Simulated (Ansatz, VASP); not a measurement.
Two plane-wave programs on Sb

```
Sb
1.0
     0.00000    2.35021    2.35021
     2.35021    0.00000    2.35021
     2.35021    2.35021    0.00000
Sb
1
Direct
  0.00000 0.00000 0.00000
```

Change from the starting cell: volume scaled by 1.06, PAW files.

Alike in both runs: task electric field gradients; functional PBEsol; k mesh 14 × 14 × 14; occupations fermi-dirac, width 0.03 eV; no spin polarisation.

|  | VASP | Ansatz |
| --- | --- | --- |
| version | VASP 6.6.1 | Ansatz 0.2.0 |
| potentials or method | VASP PAW PBE potentials, release 64 (Sb) | PAW with Ansatz's default frozen-core files, scalar-relativistic |
| plane-wave cutoff (eV) | 520 | 420 |
| valence electrons in the cell | 5 | 15 |

```tsv
	VASP	Ansatz	Ansatz less VASP
pressure (GPa)	0.5	0.5	+0.01
```

VASP's potentials were made for PBE, not for PBEsol. The functional is the same, so the differences come from potentials, cutoffs and numerics. VASP's potentials hold 5 valence electrons a cell and Ansatz's 15, so a difference there can come from the potentials and not from the codes.

Neither program's run includes spin-orbit coupling.
